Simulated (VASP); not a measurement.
Wanted: the native input for a VASP 6.6.1 run.

| Item | Value |
| --- | --- |
| Task | single point |
| Functional | PBEsol |
| Potentials or basis | VASP PAW PBE potentials, release 64 (Pb_d) |
| Cutoff | 520 eV |
| k mesh | 6 × 6 × 6 |
| Occupations | fermi-dirac, width 0.05 eV |
| Spin | no spin polarisation |
| Dipole correction | no |
| Further INCAR settings | ALGO = Fast; EDIFF = 1e-06; NBANDS = 21 |

The structure of Pb lies in POSCAR:

```
Pb
1.0
    0.0000000000      3.4390000555      3.4390000555
    3.4390000555      0.0000000000      3.4390000555
    3.4390000555      3.4390000555      0.0000000000
Pb
2
Direct
    0.2500000000      0.2500000000      0.2500000000
    0.0000000000      0.0000000000      0.0000000000
```

These files were run (other wordings do the same):

INCAR

```
SYSTEM = Pb
PREC = Accurate ; ENCUT = 520
EDIFF = 1E-6 ; ISMEAR = -1
SIGMA = 0.05 ; LREAL = .False.
LASPH = .True. ; NELM = 60
ALGO = Fast ; ISIF = 2
LWAVE = .False. ; LCHARG = .False.
GGA = PS ; NBANDS = 21
```

KPOINTS

```
regular mesh
0
Gamma
  6 6 6
  0 0 0
```

Potentials or basis: VASP PAW PBE potentials, release 64 (Pb_d).

The run is started by

```sh
$ cat potpaw_PBE.64/Pb_d/POTCAR > POTCAR
$ mpirun -np 1 vasp_std > vasp.out
```

It gave:

```
Pressure               : 0.5 GPa
Band gap on the k mesh : zero (band 14 reaches 4.57 eV, above the bottom of band 15 at 3.42 eV)
```

Caveat: the PAW data sets were made with another functional, which shifts forces and pressure a little; spin-orbit coupling is left out, which moves the levels of the heavy elements.

Run time: 12 s on 1 thread of Intel(R) Xeon(R) 6975P-C (Granite Rapids), on a shared host, peak memory 0.19 GiB.
